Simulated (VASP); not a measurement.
Crystal: SiC.

```
Si C
1.0
     3.08870    0.00000    0.00000
    -1.54435    2.67489    0.00000
     0.00000    0.00000    4.67784
Si C
2 2
Direct
  0.33333 0.66667 0.00456
  0.66667 0.33333 0.50456
  0.33333 0.66667 0.38044
  0.66667 0.33333 0.88044
```

This cell differs from its parent crystal: volume 9.662 Å^3 an atom, c/a of the conventional cell 1.5145.

* Program: VASP 6.6.1
* Task: relaxation of the atoms
* Functional: PBE
* Potentials or basis: VASP PAW PBE potentials, release 64 (Si, C)
* Cutoff: 520 eV
* k mesh: 12 × 12 × 6
* Occupations: gaussian, width 0.05 eV
* Spin: no spin polarisation

At the start: pressure 22.7 GPa; volume 9.66 Å³/atom.

Task: How do energy, volume and symmetry change on relaxing?

Result: Over 3 steps the energy falls by 22.7 meV/atom; space group P6_3mc (No. 186, to 0.05 Å).

The path:
```csv
step,energy change (eV),largest force (eV/Å),pressure (GPa)
1,0.0000,1.5461,22.69
2,0.0466,1.4392,18.85
3,-0.0907,0.0026,20.39
```

Final structure:
```
Si C
1.0
     3.08870    0.00000    0.00000
    -1.54435    2.67489    0.00000
     0.00000    0.00000    4.67784
Si C
2 2
Cartesian
  0.0000 1.7833 4.6682
  1.5443 0.8916 2.3293
  0.0000 1.7833 1.8106
  1.5443 0.8916 4.1495
```

Caveat: the cell differs from its parent crystal (volume 9.662 Å^3 an atom, c/a of the conventional cell 1.5145).
